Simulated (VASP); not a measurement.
Write the native input for VASP 6.6.1 that does the following.

- Task: single point
- Functional: PBE
- Potentials or basis: VASP PAW PBE potentials, release 64 (Hf_pv, B)
- Cutoff: 520 eV
- k mesh: 10 × 10 × 10
- Occupations: fermi-dirac, width 0.05 eV
- Spin: no spin polarisation
- Dipole correction: no
- Further INCAR settings: ALGO = Normal; EDIFF = 1e-07; NBANDS = 14

The structure of HfB lies in POSCAR:

```
HfB
1.0
    0.0000000000      2.3403982228      2.3403982228
    2.3403982228      0.0000000000      2.3403982228
    2.3403982228      2.3403982228      0.0000000000
Hf B
1 1
Direct
    0.5000000000      0.5000000000      0.5000000000
    0.0000000000      0.0000000000      0.0000000000
```

One way to write it, as run:

INCAR

```
SYSTEM = HfB
PREC = Accurate
ENCUT = 520
EDIFF = 1E-7
ISMEAR = -1
SIGMA = 0.05
LREAL = .False.
LASPH = .True.
NELM = 80
ALGO = Normal
ISIF = 2
LWAVE = .False.
LCHARG = .False.
GGA = PE
NBANDS = 14
```

KPOINTS

```
regular mesh
0
Gamma
  10 10 10
  0 0 0
```

Potentials or basis: VASP PAW PBE potentials, release 64 (Hf_pv, B).

Run with:

```sh
$ cat potpaw_PBE.64/Hf_pv/POTCAR potpaw_PBE.64/B/POTCAR > POTCAR
$ mpirun -np 1 vasp_std > vasp.out
```

It gave:

```json
{
 "Pressure": "20.2 GPa"
}
```

It took 12 s on 1 thread of Intel(R) Xeon(R) 6975P-C (Granite Rapids) (shared host), peak memory 0.16 GiB.
